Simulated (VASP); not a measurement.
# Si (P-1) in VASP: further runs, part 2 of 2

VASP 6.6.1. The steps go on from the part before.

## 3. Single point, r2SCAN (the part above a cut slid along it)

Contents of POSCAR:

```
Si
1.0
    2.7154700000     -2.7154700000      0.0000000000
    2.7154700000      0.0000000000     -2.7154700000
    6.5171280000      4.3447520000      5.4309400000
Si
6
Direct
    0.4500133333      0.6666666667      0.5416333333
    0.9166800000      0.0000000000      0.2083000000
   -0.0166533333      0.3333333333      0.8749666667
    0.3500133333      0.6666666667      0.7916333333
    0.8166800000      1.0000000000      0.4583000000
    0.2833466667      0.3333333333      0.1249666667
```

Contents of INCAR.step1:

```
SYSTEM = Si
PREC = Accurate
ENCUT = 520
ISMEAR = 0
SIGMA = 0.05
LREAL = .FALSE.
LASPH = .TRUE.
NELM = 60
NBANDS = 21
GGA = PE
ALGO = Normal
EDIFF = 1E-4
LWAVE = .TRUE.
LCHARG = .FALSE.
```

Contents of INCAR.step2:

```
SYSTEM = Si
PREC = Accurate
ENCUT = 520
EDIFF = 1E-6
ISMEAR = 0
SIGMA = 0.05
LREAL = .FALSE.
LASPH = .TRUE.
NELM = 60
ALGO = Normal
ISIF = 2
LWAVE = .FALSE.
LCHARG = .FALSE.
METAGGA = R2SCAN
LMIXTAU = .TRUE.
NBANDS = 21
ISTART = 1
```

Contents of KPOINTS:

```
regular mesh
0
G
  8 8 3
  0 0 0
```

Potentials or basis: VASP PAW PBE potentials, release 64 (Si).

The run is started by

```bash
$ cat potpaw_PBE.64/Si/POTCAR > POTCAR
$ cp INCAR.step1 INCAR
$ mpirun -np 1 vasp_std > vasp.out
$ cp INCAR.step2 INCAR
$ mpirun -np 1 vasp_std > vasp.out
```

OUTCAR:

```text
SYSTEM = Si
   PREC = Accurate
   ENCUT = 520
   EDIFF = 1E-6
   ISMEAR = 0
   LREAL = .FALSE.
   LASPH = .TRUE.
   NELM = 60
   ISIF = 2
   METAGGA = R2SCAN
   ISTART = 1

 ion  position               nearest neighbor table
   1  0.450  0.667  0.542-   5 2.35   5 2.35   5 2.35   4 2.35
   2  0.917  0.000  0.208-   6 2.35   6 2.35   5 2.35   6 2.35
   3  0.983  0.333  0.875-   4 2.35   4 2.35   4 2.35   6 2.81
   4  0.350  0.667  0.792-   3 2.35   1 2.35   3 2.35   3 2.35
   5  0.817  0.000  0.458-   1 2.35   1 2.35   1 2.35   2 2.35
   6  0.283  0.333  0.125-   2 2.35   2 2.35   2 2.35   3 2.81

[... 787 lines left out ...]
  -------------------------------------------------------------------------------------
  Total       -4.5579403      0.8525476      1.2166708      0.5388278      1.8552396     -0.9792307
  in kB      -60.7845128     11.3695415     16.2254741      7.1857860     24.7414017    -13.0589818
  external PRESSURE =     -11.0631657 kB  Pullay stress =       0.0000000 kB

 VOLUME and BASIS-vectors are now :
 -----------------------------------------------------------------------------
  energy-cutoff  :      520.00
  volume of cell :      120.14
      direct lattice vectors                 reciprocal lattice vectors
     2.715470000 -2.715470000  0.000000000     0.098202767 -0.270057608  0.098202767
     2.715470000  0.000000000 -2.715470000     0.122753458  0.122753458 -0.245506917
     6.517128000  4.344752000  5.430940000     0.061376729  0.061376729  0.061376729

 POSITION                                       TOTAL-FORCE (eV/Angst)
 -----------------------------------------------------------------------------------
      6.56220      1.13126      1.13126         0.029537     -0.196411     -0.213534
      3.84673     -1.58421      1.13126        -0.000494     -0.181977      0.037928
      9.27767      1.13126      3.84673         0.936893     -0.410285      0.340595
      7.91994      2.48900      2.48900         0.000494      0.181977     -0.037928
      5.20447     -0.22647      2.48900        -0.029537      0.196411      0.213534
      2.48900     -0.22647     -0.22647        -0.936893      0.410285     -0.340595
 -----------------------------------------------------------------------------------
    total drift:                                0.000021      0.000021      0.000020

  FREE ENERGIE OF THE ION-ELECTRON SYSTEM (eV)
  ---------------------------------------------------
  free  energy   TOTEN  =       -51.3936948424 eV

  energy  without entropy=      -51.3925958280  energy(sigma->0) =      -51.39314534
```

OUTCAR.step1:

```text
SYSTEM = Si
   PREC = Accurate
   ENCUT = 520
   ISMEAR = 0
   LREAL = .FALSE.
   LASPH = .TRUE.
   NELM = 60
[... 817 lines left out ...]
      7.91994      2.48900      2.48900         0.008969      0.174441     -0.019909
      5.20447     -0.22647      2.48900        -0.021463      0.181036      0.202321
      2.48900     -0.22647     -0.22647        -0.916288      0.249987     -0.412092
 -----------------------------------------------------------------------------------
    total drift:                               -0.000000     -0.000000     -0.000000

  FREE ENERGIE OF THE ION-ELECTRON SYSTEM (eV)
  ---------------------------------------------------
  free  energy   TOTEN  =       -31.4494137699 eV

  energy  without entropy=      -31.4485141166  energy(sigma->0) =      -31.44896394
```

OSZICAR.step1:

```text
N       E                     dE             d eps       ncg     rms          rms(c)
DAV:   1     0.462187168285E+02    0.46219E+02   -0.92950E+03  4116   0.940E+02
DAV:   2    -0.283418974368E+02   -0.74561E+02   -0.71406E+02  5031   0.138E+02
DAV:   3    -0.319110921182E+02   -0.35692E+01   -0.35341E+01  5480   0.274E+01
DAV:   4    -0.319550911978E+02   -0.43999E-01   -0.43951E-01  5384   0.373E+00
DAV:   5    -0.319557701659E+02   -0.67897E-03   -0.67889E-03  5365   0.457E-01    0.810E+00
DAV:   6    -0.315880951611E+02    0.36768E+00   -0.25606E-01  5120   0.228E+00    0.484E+00
DAV:   7    -0.314477218331E+02    0.14037E+00   -0.38279E-01  4970   0.261E+00    0.525E-01
DAV:   8    -0.314484947931E+02   -0.77296E-03   -0.27690E-02  5202   0.883E-01    0.311E-01
DAV:   9    -0.314491454411E+02   -0.65065E-03   -0.38510E-03  4965   0.288E-01    0.980E-02
DAV:  10    -0.314493175238E+02   -0.17208E-03   -0.26521E-04  5086   0.797E-02    0.574E-02
DAV:  11    -0.314494137699E+02   -0.96246E-04   -0.97877E-05  3893   0.542E-02
   1 F= -.31449414E+02 E0= -.31448964E+02  d E =-.899653E-03
```

Run time: 6 min. Hardware: 1 thread of AMD EPYC 9R45 (Zen 5), shared host; peak memory 0.32 GiB.

What came out:

```
Free energy            : -51.3937 eV
Pressure               : -1.1 GPa
Largest force          : 1.078 eV/Å
Band gap on the k mesh : zero (bands 12 and 13 overlap by 1.34 eV)
```

Forces in eV/Å, atoms in the order of the input:
```
Si   0.030 -0.196 -0.214
Si   0.000 -0.182  0.038
Si   0.937 -0.410  0.341
Si   0.000  0.182 -0.038
Si  -0.030  0.196  0.214
Si  -0.937  0.410 -0.341
```

Stress tensor (GPa, compression positive):
```
-6.08  0.72 -1.31
 0.72  1.14  2.47
-1.31  2.47  1.62
```

Caveat: the cell differs from its parent crystal (the part above a cut slid along it); the stress differs along the axes, from -6 to 2 GPa; the PAW data sets were made with another functional, which shifts forces and pressure a little.
